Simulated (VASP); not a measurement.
Here is a VASP 6.6.1 calculation.

The input INCAR:

```
PREC = Accurate ; ENCUT = 520
EDIFF = 1E-6 ; ISMEAR = 0
SIGMA = 0.1 ; LREAL = False
LASPH = True ; NELM = 100
ALGO = Normal ; ISIF = 2
LWAVE = False ; LCHARG = False
GGA = PE ; NBANDS = 34
```

KPOINTS

```
regular mesh
0
Gamma
  4 4 4
```

Contents of POSCAR:

```
ScRu3
1.0
    3.9384369900      0.0000000000      0.0000000000
    0.0000000000      3.9384369900      0.0000000000
    0.0000000000      0.0000000000      3.9384369900
Sc Ru
1 3
Direct
    0.0000000000      0.0000000000      0.0000000000
    0.0000000000      0.5000000000      0.5000000000
    0.5000000000      0.0000000000      0.5000000000
    0.5000000000      0.5000000000      0.0000000000
```

Potentials or basis: VASP PAW PBE potentials, release 64 (Sc_sv, Ru_pv).

Launch:

```bash
$ cat potpaw_PBE.64/Sc_sv/POTCAR potpaw_PBE.64/Ru_pv/POTCAR > POTCAR
$ mpirun -np 1 vasp_std > vasp.out
```

Task: Predict the pressure.

Result: -1.3 GPa.

Caveat: the k points lie up to 0.40 Å⁻¹ apart.
